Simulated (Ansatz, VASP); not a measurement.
Si3C4: VASP beside Ansatz

```
CELL_PARAMETERS angstrom
3.11820 0.00000 0.00000
0.00000 7.11448 0.00000
0.00000 0.00000 4.80370
ATOMIC_POSITIONS crystal
Si 0.50000 0.00000 0.54083
Si 0.50000 0.26092 0.86631
Si 0.50000 0.73908 0.86631
C 0.50000 0.90655 0.16495
C 0.50000 0.09345 0.16495
C 0.00000 0.59759 0.85775
C 0.00000 0.40241 0.85775
```

Alike in both runs: task single point; functional PBE; k mesh 6 × 4 × 4; occupations gaussian, width 0.1 eV; collinear spin.

|  | VASP | Ansatz |
| --- | --- | --- |
| version | VASP 6.6.1 | Ansatz 0.2.0 |
| potentials or method | VASP PAW PBE potentials, release 64 (Si, C), cutoff 520 eV | scalar-relativistic, plane waves, PAW |
| valence electrons in the cell | 28 | 28 |

|  | VASP | Ansatz | Ansatz less VASP |
| --- | --- | --- | --- |
| gap on the k mesh at the Fermi level (eV) | none | none | - |
| pressure (GPa) | 0.7 | 0.7 | -0.02 |
| traceless stress, the component that is largest in VASP (GPa) | 0.65 | 0.50 | -0.148 |
| rms of the force components (eV/Å) | 0.121 | 0.148 | +0.0273 |
| net moment per atom (μB) | 0.00 | 0.00 | 0.000 |

Atom by atom the forces differ by 0.032 eV/Å (rms over components). A gap of «none» marks a metal or a gap that the smearing closes. Ansatz's warnings: seeded moment not kept.
